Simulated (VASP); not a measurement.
# Ta (P6_3/mmc) in VASP: a series of runs

Aim: see how the results for Ta move with the level of theory and the settings. Levels: revPBE+D4, BLYP+D3(BJ). Tasks: relaxation of cell and atoms.

Program: VASP 6.6.1. These are calculated values, not measurements. Logs are shortened: lines on timing, memory, paths and dates and some standing lists are left out, and cuts for length are marked.

### Step 1. The cell of the first run

It takes space group P6_3/mmc (No. 194, hexagonal). The conventional cell has a = 2.900 Å, b = 2.900 Å, c = 5.166 Å, α = 90.00°, β = 90.00°, γ = 120.00°. Within 3.8 Å of Ta (site symmetry -6m2) lie 12 Ta at 2.90 to 3.08 Å.

### Step 2. Relaxation of cell and atoms, revPBE+D4

INCAR reads:

```
PREC     = Accurate       # precision mode
ENCUT    = 600            # plane-wave cutoff, eV
EDIFF    = 1E-6           # SCF threshold, eV
ISMEAR   = -1             # smearing method
SIGMA    = 0.05           # smearing width, eV
LREAL    = F              # projectors in reciprocal space
LASPH    = T              # aspherical terms in the spheres
NELM     = 80             # most SCF steps
ALGO     = Normal         # electronic algorithm
ISIF     = 3              # what is computed and relaxed
LWAVE    = F              # write WAVECAR
LCHARG   = F              # write CHGCAR
GGA      = RE             # functional
IVDW     = 13             # dispersion correction
IBRION   = 2              # ionic algorithm
NSW      = 60             # ionic steps
EDIFFG   = -0.01          # ionic threshold
```

KPOINTS reads:

```
Automatic mesh
0
Gamma
  11 11 5
```

POSCAR reads:

```
Ta
1.0
    2.9003720726      0.0000000000      0.0000000000
   -1.4501860363      2.5117958953      0.0000000000
    0.0000000000      0.0000000000      5.1662740000
Ta
2
Direct
    0.3333333333      0.6666666667      0.2500000000
    0.6666666667      0.3333333333      0.7500000000
```

Potentials or basis: VASP PAW PBE potentials, release 64 (Ta_pv).

The run is started by

```sh
$ cat potpaw_PBE.64/Ta_pv/POTCAR > POTCAR
$ mpirun -np 1 vasp_std > vasp.out
```

OUTCAR:

```text
PREC = Accurate
   ENCUT = 600
   EDIFF = 1E-6
   ISMEAR = -1
   LREAL = F
   LASPH = T
   NELM = 80
   ISIF = 3
   GGA = RE
   IVDW = 13
   IBRION = 2
   NSW = 60
   EDIFFG = -0.01

 ion  position               nearest neighbor table
   1  0.333  0.667  0.250-   2 3.08   2 3.08   2 3.08   2 3.08   2 3.08   2 3.08
   2  0.667  0.333  0.750-   1 3.08   1 3.08   1 3.08   1 3.08   1 3.08   1 3.08

  LATTYP: Found a hexagonal cell.
 ALAT       =     2.9003720726
 C/A-ratio  =     1.7812452577

  Lattice vectors:

 A1 = (   2.9003720726,   0.0000000000,   0.0000000000)
 A2 = (  -1.4501860363,   2.5117958953,   0.0000000000)
 A3 = (   0.0000000000,   0.0000000000,   5.1662740000)

Analysis of symmetry for initial positions (statically):
=====================================================================
 Subroutine PRICEL returns:
 Original cell was already a primitive cell.

 Routine SETGRP: Setting up the symmetry group for a
 hexagonal supercell.

 Subroutine GETGRP returns: Found 24 space group operations
 (whereof 12 operations were pure point group operations)
 out of a pool of 24 trial point group operations.

The static configuration has the point symmetry D_3d.
 The point group associated with its full space group is D_6h.

Analysis of symmetry for dynamics (positions and initial velocities):
=====================================================================
 Subroutine PRICEL returns:
 Original cell was already a primitive cell.

 Routine SETGRP: Setting up the symmetry group for a
 hexagonal supercell.

 Subroutine GETGRP returns: Found 24 space group operations
 (whereof 12 operations were pure point group operations)
 out of a pool of 24 trial point group operations.

The dynamic configuration has the point symmetry D_3d.
 The point group associated with its full space group is D_6h.

 Subroutine INISYM returns: Found 24 space group operations
 (whereof 12 operations are pure point group operations),
 and found     1 'primitive' translations

----------------------------------------------------------------------------------------

                                     Primitive cell

  volume of cell :      37.6370

  direct lattice vectors                    reciprocal lattice vectors
     2.900372073  0.000000000  0.000000000     0.344783350  0.199060760  0.000000000
    -1.450186036  2.511795895  0.000000000     0.000000000  0.398121520  0.000000000
     0.000000000  0.000000000  5.166274000     0.000000000  0.000000000  0.193563098

  length of vectors
     2.900372073  2.900372073  5.166274000     0.398121520  0.398121520  0.193563098

  position of ions in fractional coordinates (direct lattice)
     0.333333333  0.666666667  0.250000000
     0.666666667  0.333333333  0.750000000

[... 76 lines left out ...]
   EDIFF  = 0.1E-05   stopping-criterion for ELM
   LREAL  =      F    real-space projection
   EDIFFG = -.1E-01   stopping-criterion for IOM
   NSW    =     60    number of steps for IOM
   IBRION =      2    ionic relax: 0-MD 1-quasi-New 2-CG
   NFREE  =      1    steps in history (QN), initial steepest desc. (CG)
   ISIF   =      3    stress and relaxation
   ISYM   =      2    0-nonsym 1-usesym 2-fastsym
   POTIM  = 0.5000    time-step for ionic-motion
   TEBEG  =    0.0;   TEEND  =   0.0 temperature during run
   PSTRESS=    0.0 pullay stress
   NELECT =      22.0000    total number of electrons
   NUPDOWN=      -1.0000    fix difference up-down
   EMIN   =  10.00;   EMAX   =-10.00  energy-range for DOS
   EFERMI =   0.00;   METHOD = LEGACY
   ISMEAR =    -1;   SIGMA  =   0.05  broadening in eV -4-tet -1-fermi 0-gaus
   EFERMI_NEDOS =   21; number of points for ismear=-14 and -15
   IALGO  =     38    algorithm
   IMIX   =      4    mixing-type and parameters
     AMIX     =   0.40;   BMIX     =  1.00
     AMIX_MAG =   1.60;   BMIX_MAG =  1.00
  volume/ion in A,a.u.               =      18.82       126.99
  Fermi-wavevector in a.u.,A,eV,Ry     =   1.368812  2.586680 25.492516  1.873647
  Thomas-Fermi vector in A             =   2.494743
   LORBIT       =      0    0 simple, 1 ext, 2 COOP (PROOUT), +10 PAW based schemes
   GGA     = RE    functional components
   LHFCALC =     F    Hartree Fock is set to
   AEXX    =    0.0000 exact exchange contribution
   IVDW    =    13    specifies the selected vdW correction
   LEPSILON=     F    determine dielectric tensor
   LRPA    =     F    only Hartree local field effects (RPA)
 conjugate gradient relaxation of ions
 non-spin polarized calculation
  energy-cutoff  :      600.00
  volume of cell :       37.64
 maximum number of plane-waves:      1275
 NGX is ok and might be reduce to    24
   NGX = 11   NGY = 11   NGZ = 21

--------------------------------------- Ionic step        1  -------------------------------------------

 number of electron      22.0000002 magnetization

 Free energy of the ion-electron system (eV)
  ---------------------------------------------------
  ext. energy  EPLUGINS =         0.00000000
  ---------------------------------------------------
  free energy    TOTEN  =       -22.30030634 eV

  energy without entropy =      -22.28102958  energy(sigma->0) =      -22.29066796

------------------------ aborting loop because EDIFF is reached ----------------------------------------

  DFT-D4 for vdW energy calculation

  Edisp (eV):   -0.81897
[... 151 lines left out ...]
--------------------------------------- Ionic step        5  -------------------------------------------

 number of electron      22.0000000 magnetization

 Free energy of the ion-electron system (eV)
  ---------------------------------------------------
  ext. energy  EPLUGINS =         0.00000000
  ---------------------------------------------------
  free energy    TOTEN  =       -22.29400740 eV

  energy without entropy =      -22.27544824  energy(sigma->0) =      -22.28472782

 E-fermi :   5.7460     XC(G=0): -12.3973

 val. band max:        5.7341515550   @ k =   0.3636  -0.0000   0.0000
 cond. band min:       5.7738964643   @ k =   0.2727   0.1818   0.2000
 fundamental gap:      0.0397449093
 Fermi energy:         5.7459932481

 k-point     1 :       0.0000    0.0000    0.0000
  band No.  band energies     occupation
      1     -28.8523      2.00000
      2     -28.0191      2.00000
      3     -27.8915      2.00000
      4     -27.8915      2.00000
      5     -27.8083      2.00000
      6     -27.8083      2.00000
      7      -2.4945      2.00000
      8       0.7852      2.00000
      9       5.1380      1.99999
     10       5.5757      1.93577
     11       6.3397      0.00001
     12       6.3397      0.00001
     13       6.9063      0.00000
     14       6.9063      0.00000
[... 401 lines left out ...]
      2     -28.3654      2.00000
      3     -28.3275      2.00000
      4     -28.0879      2.00000
      5     -28.0163      2.00000
      6     -27.9437      2.00000
      7      -0.2498      2.00000
      8       2.4373      2.00000
      9       3.6229      2.00000
     10       4.5993      2.00000
     11       5.3010      1.99973
     12       5.9412      0.03953
     13       7.5234      0.00000
     14       7.7343      0.00000
     15       8.7823      0.00000

 [... further k-points ...]

------------------------ aborting loop because EDIFF is reached ----------------------------------------

  DFT-D4 for vdW energy calculation

  Edisp (eV):   -0.82799
[... 25 lines left out ...]
  FREE ENERGIE OF THE ION-ELECTRON SYSTEM (eV)
  ---------------------------------------------------
  free  energy   TOTEN  =       -23.1219964913 eV

  energy  without entropy=      -23.1034373305  energy(sigma->0) =      -23.11271691

 reached required accuracy - stopping structural energy minimisation
```

OSZICAR:

```text
N       E                     dE             d eps       ncg     rms          rms(c)
DAV:   1     0.174771445061E+03    0.17477E+03   -0.14091E+04  1440   0.168E+03
DAV:   2    -0.190282773129E+02   -0.19380E+03   -0.19208E+03  1734   0.416E+02
[... 35 lines left out ...]
   4 F= -.23121990E+02 E0= -.23112668E+02  d E =-.270885E-02
       N       E                     dE             d eps       ncg     rms          rms(c)
DAV:   1    -0.222940797936E+02   -0.15901E-03   -0.29462E-03  1440   0.461E-01    0.410E-02
DAV:   2    -0.222940221280E+02    0.57666E-04   -0.79723E-05  1713   0.717E-02    0.196E-02
DAV:   3    -0.222940073896E+02    0.14738E-04   -0.50102E-05  1825   0.448E-02    0.715E-03
DAV:   4    -0.222940074029E+02   -0.13252E-07   -0.13487E-06  1135   0.101E-02
   5 F= -.23121996E+02 E0= -.23112717E+02  d E =-.652096E-05
```

CONTCAR:

```text
Ta
   1.00000000000000
     2.8880512092566790   -0.0000000000000000   -0.0000000000000000
    -1.4440256046283395    2.5011257146481087    0.0000000000000000
    -0.0000000000000000    0.0000000000000000    5.1534989671561000
  Ta
     2
Direct
     0.3333333332999970    0.6666666667000030    0.2500000000000000
     0.6666666667000030    0.3333333332999970    0.7500000000000000

  0.00000000E+00  0.00000000E+00  0.00000000E+00
  0.00000000E+00  0.00000000E+00  0.00000000E+00
```

Wall time 31 s (1 thread of Intel Xeon 6975P-C (Granite Rapids), shared host); peak memory 0.19 GiB.

Results:

```yaml
Free_energy: -23.1220 eV
Relaxed_volume: 18.61 Å³/atom
Relaxed_cell: a = 2.888 Å, b = 2.888 Å, c = 5.153 Å, α = 90.00°, β = 90.00°, γ = 120.00°
Space_group_after_relaxing_to_0.05_Å: P6_3/mmc (No. 194)
Energy_gained_by_relaxing: 1.4 meV/atom
Ionic_steps: 5
Pressure_after_relaxing: 0.0 GPa
Band_gap_on_the_k_mesh: zero (band 11 reaches 6.65 eV, above the bottom of band 12 at 5.18 eV)
Dispersion_energy_per_atom: -0.414 eV
```

Step by step:
```csv
step,energy change (eV),largest force (eV/Å),pressure (GPa),volume (Å³)
1,0.0000,0.0000,-2.06,37.64
2,0.0109,0.0000,4.95,36.34
3,-0.0027,0.0000,0.00,37.23
4,-0.0027,0.0000,0.04,37.22
5,-0.0027,0.0000,0.03,37.23
```

Final structure:
```yaml
crystal:
  lattice:
    - [2.88805, 0.00000, 0.00000]
    - [-1.44403, 2.50113, 0.00000]
    - [0.00000, 0.00000, 5.15350]
  atoms:
    - { symbol: Ta, position: [0.33333, 0.66667, 0.25000] }
    - { symbol: Ta, position: [0.66667, 0.33333, 0.75000] }
```

Caveat: the PAW data sets were made with another functional, which shifts forces and pressure a little; spin-orbit coupling is left out, which moves the levels of the heavy elements; pairwise dispersion overbinds metals, which lowers pressure and volume.

### Step 3. Relaxation of cell and atoms, BLYP+D3(BJ)

INCAR reads:

```
PREC     = Accurate       # precision mode
ENCUT    = 600            # plane-wave cutoff, eV
EDIFF    = 1E-6           # SCF threshold, eV
ISMEAR   = -1             # smearing method
SIGMA    = 0.05           # smearing width, eV
LREAL    = False          # projectors in reciprocal space
LASPH    = True           # aspherical terms in the spheres
NELM     = 60             # most SCF steps
ALGO     = Normal         # electronic algorithm
ISIF     = 3              # what is computed and relaxed
LWAVE    = False          # write WAVECAR
LCHARG   = False          # write CHGCAR
GGA      = B5             # functional
ALDAX    = 1.0          
AGGAX    = 1.0          
AGGAC    = 1.0          
ALDAC    = 0.0          
IVDW     = 12             # dispersion correction
VDW_S6   = 1.0          
VDW_S8   = 2.6996       
VDW_A1   = 0.4298       
VDW_A2   = 4.2359       
IBRION   = 2              # ionic algorithm
NSW      = 60             # ionic steps
EDIFFG   = -0.01          # ionic threshold
```

KPOINTS reads:

```
regular mesh
0
Gamma
  11 11 5
```

POSCAR is that of step 2.

Potentials or basis: VASP PAW PBE potentials, release 64 (Ta_pv).

The run is started by

```sh
$ cat potpaw_PBE.64/Ta_pv/POTCAR > POTCAR
$ mpirun -np 1 vasp_std > vasp.out
```

OUTCAR:

```text
PREC = Accurate
   ENCUT = 600
   EDIFF = 1E-6
   ISMEAR = -1
   LREAL = False
   LASPH = True
   NELM = 60
   ISIF = 3
   GGA = B5
   IVDW = 12
   IBRION = 2
   NSW = 60
   EDIFFG = -0.01
 IVDW          = 12

 ion  position               nearest neighbor table
   1  0.333  0.667  0.250-   2 3.08   2 3.08   2 3.08   2 3.08   2 3.08   2 3.08
   2  0.667  0.333  0.750-   1 3.08   1 3.08   1 3.08   1 3.08   1 3.08   1 3.08

  LATTYP: Found a hexagonal cell.
 ALAT       =     2.9003720726
 C/A-ratio  =     1.7812452577

  Lattice vectors:

 A1 = (   2.9003720726,   0.0000000000,   0.0000000000)
 A2 = (  -1.4501860363,   2.5117958953,   0.0000000000)
 A3 = (   0.0000000000,   0.0000000000,   5.1662740000)

Analysis of symmetry for initial positions (statically):
=====================================================================
 Subroutine PRICEL returns:
 Original cell was already a primitive cell.

 Routine SETGRP: Setting up the symmetry group for a
 hexagonal supercell.

 Subroutine GETGRP returns: Found 24 space group operations
 (whereof 12 operations were pure point group operations)
 out of a pool of 24 trial point group operations.

The static configuration has the point symmetry D_3d.
 The point group associated with its full space group is D_6h.

[... 155 lines left out ...]

 Free energy of the ion-electron system (eV)
  ---------------------------------------------------
  ext. energy  EPLUGINS =         0.00000000
  ---------------------------------------------------
  free energy    TOTEN  =       -20.09155281 eV

  energy without entropy =      -20.07383004  energy(sigma->0) =      -20.08269142

------------------------ aborting loop because EDIFF is reached ----------------------------------------

 Edisp (eV)   -3.13086

 E8    (eV) :    -2.4925
[... 111 lines left out ...]
--------------------------------------- Ionic step        4  -------------------------------------------

 number of electron      21.9999999 magnetization

 Free energy of the ion-electron system (eV)
  ---------------------------------------------------
  ext. energy  EPLUGINS =         0.00000000
  ---------------------------------------------------
  free energy    TOTEN  =       -19.99248874 eV

  energy without entropy =      -19.97657275  energy(sigma->0) =      -19.98453074

 E-fermi :   6.4795     XC(G=0): -11.9710

 val. band max:        6.4622098442   @ k =   0.1818   0.1818   0.0000
 cond. band min:       6.5091030491   @ k =   0.3636   0.1818   0.0000
 fundamental gap:      0.0468932048
 Fermi energy:         6.4794509949

 k-point     1 :       0.0000    0.0000    0.0000
  band No.  band energies     occupation
      1     -27.9771      2.00000
      2     -27.0334      2.00000
      3     -26.8925      2.00000
      4     -26.8925      2.00000
      5     -26.7994      2.00000
      6     -26.7994      2.00000
      7      -1.6955      2.00000
      8       1.4603      2.00000
      9       5.7184      2.00000
     10       6.7124      0.01877
     11       6.9954      0.00007
     12       6.9954      0.00007
     13       7.5671      0.00000
     14       7.5671      0.00000
[... 401 lines left out ...]
      2     -27.4339      2.00000
      3     -27.3905      2.00000
      4     -27.1118      2.00000
      5     -27.0346      2.00000
      6     -26.9536      2.00000
      7       0.6238      2.00000
      8       3.2388      2.00000
      9       4.3563      2.00000
     10       5.2716      2.00000
     11       5.9303      1.99997
     12       6.6426      0.07370
     13       8.2410      0.00000
     14       8.4335      0.00000
     15       9.5508      0.00000

 [... further k-points ...]

------------------------ aborting loop because EDIFF is reached ----------------------------------------

 Edisp (eV)   -3.27105

 E8    (eV) :    -2.6046
[... 25 lines left out ...]
  FREE ENERGIE OF THE ION-ELECTRON SYSTEM (eV)
  ---------------------------------------------------
  free  energy   TOTEN  =       -23.2635397505 eV

  energy  without entropy=      -23.2476237643  energy(sigma->0) =      -23.25558176

 reached required accuracy - stopping structural energy minimisation
```

CONTCAR:

```text
Ta
   1.00000000000000
     2.8561899777463502    0.0000000000000000    0.0000000000000000
    -1.4280949888731751    2.4735330787642580    0.0000000000000000
     0.0000000000000000   -0.0000000000000000    5.1082740849245551
  Ta
     2
Direct
     0.3333333332999970    0.6666666667000030    0.2500000000000000
     0.6666666667000030    0.3333333332999970    0.7500000000000000

  0.00000000E+00  0.00000000E+00  0.00000000E+00
  0.00000000E+00  0.00000000E+00  0.00000000E+00
```

Run time: 48 s. Hardware: 1 thread of Intel Xeon 6975P-C (Granite Rapids), shared host; peak memory 0.19 GiB.

What came out:

```
Free energy                            : -23.2635 eV
Relaxed volume                         : 18.04 Å³/atom
Relaxed cell                           : a = 2.856 Å, b = 2.856 Å, c = 5.108 Å, α = 90.00°, β = 90.00°, γ = 120.00°
Space group after relaxing (to 0.05 Å) : P6_3/mmc (No. 194)
Energy gained by relaxing              : 20.6 meV/atom
Ionic steps                            : 4
Pressure after relaxing                : 0.0 GPa
Band gap on the k mesh                 : zero (band 11 reaches 7.61 eV, above the bottom of band 12 at 5.86 eV)
Dispersion energy per atom             : -1.636 eV
```

Stress tensor (GPa, compression positive):
```
-0.07  0.00  0.00
 0.00 -0.07  0.00
 0.00  0.00  0.06
```

Step by step:
```csv
step,energy change (eV),largest force (eV/Å),pressure (GPa),volume (Å³)
1,0.0000,0.0000,-8.07,37.64
2,0.2050,0.0000,24.73,32.70
3,-0.0411,0.0000,-0.35,36.15
4,-0.0411,0.0000,-0.02,36.09
```

Final structure:
```yaml
crystal:
  lattice:
    - [2.85619, 0.00000, 0.00000]
    - [-1.42809, 2.47353, 0.00000]
    - [0.00000, 0.00000, 5.10827]
  atoms:
    - { symbol: Ta, position: [0.33333, 0.66667, 0.25000] }
    - { symbol: Ta, position: [0.66667, 0.33333, 0.75000] }
```

Levels at points of the mesh, in eV from the Fermi level:
```
           k point  band 7  band 8  band 9  band 10  band 11  band 12  band 13  band 14  band 15
(0.00, 0.00, 0.00)   -8.17   -5.02   -0.76     0.23     0.52     0.52     1.09     1.09     3.01
```

Caveat: the PAW data sets were made with another functional, which shifts forces and pressure a little; spin-orbit coupling is left out, which moves the levels of the heavy elements; pairwise dispersion overbinds metals, which lowers pressure and volume.
